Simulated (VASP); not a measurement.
The system is ScNb.

```
Nb Sc
1.0
     3.06564    0.00000    0.00000
    -1.53282    2.65493    0.00000
     0.00000    0.00000    5.07219
Nb Sc
1 1
Direct
  0.33333 0.66667 0.50000
  0.00000 0.00000 0.00000
```

Base run:

* Program: VASP 6.6.1
* Functional: PBE
* Potentials or basis: VASP PAW PBE potentials, release 64 (Nb_sv, Sc_sv)
* Cutoff: 520 eV
* k mesh: 10 × 10 × 5
* Occupations: fermi-dirac, width 0.05 eV
* Spin: no spin polarisation

Its results: band gap on the k mesh zero (bands 12 and 13 overlap by 0.89 eV); pressure -0.2 GPa.

The run is repeated on the same cell with these changes: k mesh from 10 × 10 × 5 to 6 × 6 × 3; occupations from fermi-dirac, width 0.05 eV to fermi-dirac, width 0.03 eV. What comes out?

Band gap on the k mesh zero (bands 12 and 13 overlap by 0.97 eV); pressure 0.2 GPa.

Caveats: some runs use coarse meshes.
